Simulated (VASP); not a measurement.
Wanted: the native input for a VASP 6.6.1 run.

* Task: single point
* Functional: PBE
* Potentials or basis: VASP PAW PBE potentials, release 64 (Bi_d, As, S)
* Cutoff: 520 eV
* k mesh: 4 × 4 × 4
* Occupations: gaussian, width 0.1 eV
* Spin: no spin polarisation
* Dipole correction: no
* Further INCAR settings: ALGO = Normal; EDIFF = 1e-06; NBANDS = 20

The structure of BiAsS lies in POSCAR:

```
BiAsS
1.0
    3.9344787587      0.0000000000      0.0000000000
    0.0000000000      3.9354869840      0.0000000000
    0.0000000000      0.0000000000      5.2438394262
Bi As S
1 1 1
Direct
    0.0000000000      0.0000000000      0.0000000000
    0.5000000000      0.5000000000      0.5000000000
    0.5000000000      0.5000000000      0.0000000000
```

These files were run (other wordings do the same):

INCAR

```
SYSTEM = BiAsS
PREC     = Accurate       ! precision mode
ENCUT    = 520            ! plane-wave cutoff, eV
EDIFF    = 1E-6           ! SCF threshold, eV
ISMEAR   = 0              ! smearing method
SIGMA    = 0.1            ! smearing width, eV
LREAL    = .FALSE.        ! projectors in reciprocal space
LASPH    = .TRUE.         ! aspherical terms in the spheres
NELM     = 80             ! most SCF steps
ALGO     = Normal         ! electronic algorithm
ISIF     = 2              ! what is computed and relaxed
LWAVE    = .FALSE.        ! write WAVECAR
LCHARG   = .TRUE.         ! write CHGCAR
GGA      = PE             ! functional
LELF     = .TRUE.         ! ELF
LVHAR    = .TRUE.       
NBANDS   = 20             ! bands
```

KPOINTS

```
Automatic mesh
0
G
  4 4 4
  0 0 0
```

Potentials or basis: VASP PAW PBE potentials, release 64 (Bi_d, As, S).

Run with:

```sh
$ cat potpaw_PBE.64/Bi_d/POTCAR potpaw_PBE.64/As/POTCAR potpaw_PBE.64/S/POTCAR > POTCAR
$ mpirun -np 1 vasp_std > vasp.out
```

Results of the run:

| Quantity | Value |
| --- | --- |
| Pressure | 0.1 GPa |
| Band gap on the k mesh | zero (band 13 reaches 6.21 eV, above the bottom of band 14 at 4.54 eV) |

Caveat: the k points lie up to 0.40 Å⁻¹ apart; spin-orbit coupling is left out, which moves the levels of the heavy elements.

It took 43 s on 1 thread of Intel(R) Xeon(R) Platinum 8375C CPU @ 2.90GHz (Ice Lake) (shared host), peak memory 0.2 GiB.
